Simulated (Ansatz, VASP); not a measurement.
# B: VASP beside Ansatz

```
B
1.0
     1.70791    0.00000    0.00000
    -0.85396    1.47909    0.00000
     0.00000    0.00000   15.53356
B
4
Cartesian
  0.0000 0.0000 0.0000
  0.0000 0.0000 7.7668
  0.0000 0.9861 3.8834
  0.8540 0.4930 11.6502
```

Alike in both runs: functional r2SCAN; k mesh 17 × 17 × 5; occupations fermi-dirac, width 0.1 eV; no spin polarisation.

Ansatz relaxed the structure, and its values are those at the end. VASP's run is a single point on that final structure, the one shown.

|  | VASP | Ansatz |
| --- | --- | --- |
| version | VASP 6.6.1 | Ansatz 0.2.0 |
| potentials or method | VASP PAW PBE potentials, release 64 (B), cutoff 520 eV | plane waves (500 eV) with PAW, scalar-relativistic |
| valence electrons in the cell | 12 | 12 |

Ansatz gave:

- pressure (GPa): 0.0

What did VASP give for the same quantities?

Pressure (GPa): 0.1.

VASP's potentials were made for PBE, not for r2SCAN.
